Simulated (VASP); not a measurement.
**AlN: single point with r2SCAN**

AlN:

```xyz
2
Lattice="0.0000 2.1840 2.1840 2.1840 0.0000 2.1840 2.1840 2.1840 0.0000" Properties=species:S:1:pos:R:3 pbc="T T T"
Al   -0.0866   -0.0866   -0.0866
N     3.2760    3.2760    3.2760
```

This cell differs from its parent crystal: all Al atoms moved +0.150 Å, as atom 1 towards its neighbour atom 2 (N) at 1.891 Å.

| Item | Value |
| --- | --- |
| Program | VASP 6.6.1 |
| Task | single point |
| Functional | r2SCAN |
| Potentials or basis | VASP PAW PBE potentials, release 64 (Al, N) |
| Cutoff | 520 eV |
| k mesh | 10 × 10 × 10 |
| Occupations | gaussian, width 0.05 eV |
| Spin | no spin polarisation |

```
Pressure               : 3.5 GPa
Largest force          : 3.250 eV/Å
Band gap on the k mesh : 3.72 eV (least direct gap 4.63 eV)
```

Forces in eV/Å, atoms in the order of the input:
```
Al   1.876  1.876  1.876
N   -1.876 -1.876 -1.876
```

Stress tensor (GPa, compression positive):
```
3.55 8.78 8.78
8.78 3.55 8.78
8.78 8.78 3.55
```

Levels at points of the mesh, in eV from the valence-band top:
```csv
k point,band 2,band 3,band 4,band 5,band 6,band 7
"(0.00, 0.00, 0.00)",-0.69,0.00,0.00,4.63,13.26,13.26
"(0.50, 0.00, 0.00)",-6.04,-1.03,-0.52,7.96,10.58,11.50
"(0.50, 0.50, 0.50)",-6.29,-0.49,-0.49,7.81,10.38,11.82
"(0.50, 0.50, 0.00)",-5.17,-2.16,-1.86,3.72,9.18,14.82
```

Run time: 95 s on 1 thread of Intel Xeon 8259CL, with other jobs on the host, peak memory 0.15 GiB.

Caveat: the cell differs from its parent crystal (all Al atoms moved +0.150 Å, as atom 1 towards its neighbour atom 2 (N) at 1.891 Å); the cell stands under pressure; the PAW data sets were made with another functional, which shifts forces and pressure a little. A k mesh can miss the band edges.
